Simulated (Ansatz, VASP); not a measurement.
## Br: VASP beside Ansatz

Contents of INCAR:

```
SYSTEM = Br
PREC     = Accurate       ! precision mode
ENCUT    = 600            ! plane-wave cutoff, eV
EDIFF    = 1E-6           ! SCF threshold, eV
ISMEAR   = -1             ! smearing method
SIGMA    = 0.1            ! smearing width, eV
LREAL    = .FALSE.        ! projectors in reciprocal space
LASPH    = .TRUE.         ! aspherical terms in the spheres
NELM     = 60             ! most SCF steps
ALGO     = Normal         ! electronic algorithm
ISIF     = 3              ! what is computed and relaxed
LWAVE    = .FALSE.        ! write WAVECAR
LCHARG   = .FALSE.        ! write CHGCAR
GGA      = PE             ! functional
IBRION   = 2              ! ionic algorithm
NSW      = 60             ! ionic steps
EDIFFG   = -0.005         ! ionic threshold
```

Contents of KPOINTS:

```
Automatic mesh
0
G
  13 13 13
  0 0 0
```

POSCAR

```
Br
1.0
   -2.9349639277      2.9349639277      1.6142301602
    2.9349639277     -2.9349639277      1.6142301602
    2.9349639277      2.9349639277     -1.6142301602
Br
2
Direct
   -0.3750000000     -0.1250000000     -0.2500000000
    0.3750000000      0.1250000000      0.2500000000
```

Input for Ansatz:

```yaml
crystal:
  lattice:
    - [-2.9349639277, 2.9349639277, 1.6142301602]
    - [2.9349639277, -2.9349639277, 1.6142301602]
    - [2.9349639277, 2.9349639277, -1.6142301602]
  atoms:
    - { symbol: Br, position: [-0.375, -0.125, -0.25] }
    - { symbol: Br, position: [0.375, 0.125, 0.25] }
kpoints:
  mp_grid: { grid: [13, 13, 13] }
scf:
  occupations: { method: fermi_dirac, width: 0.1 }
hamiltonian:
  xc: pbe
  pseudopotentials: { kind: paw }
output:
  forces: true
  stress: true
relax:
  f_tol: 0.005
  max_steps: 40
  cell: {}
```

Alike in both runs: task relaxation of cell and atoms; functional PBE; k mesh 13 × 13 × 13; occupations fermi-dirac, width 0.1 eV; no spin polarisation.

```csv
,VASP,Ansatz
version,VASP 6.6.1,Ansatz 0.2.0
potentials or method,"VASP PAW PBE potentials, release 64 (Br)","PAW with Ansatz's default frozen-core files, scalar-relativistic"
plane-wave cutoff (eV),600,420
valence electrons in the cell,14,14
```

```tsv
	VASP	Ansatz	Ansatz less VASP
relaxed volume (Å³/atom)	31.69	31.69	-0.001
relaxed length of the cell vector where the two differ most in proportion (Å)	4.478	4.478	+0.0001
```
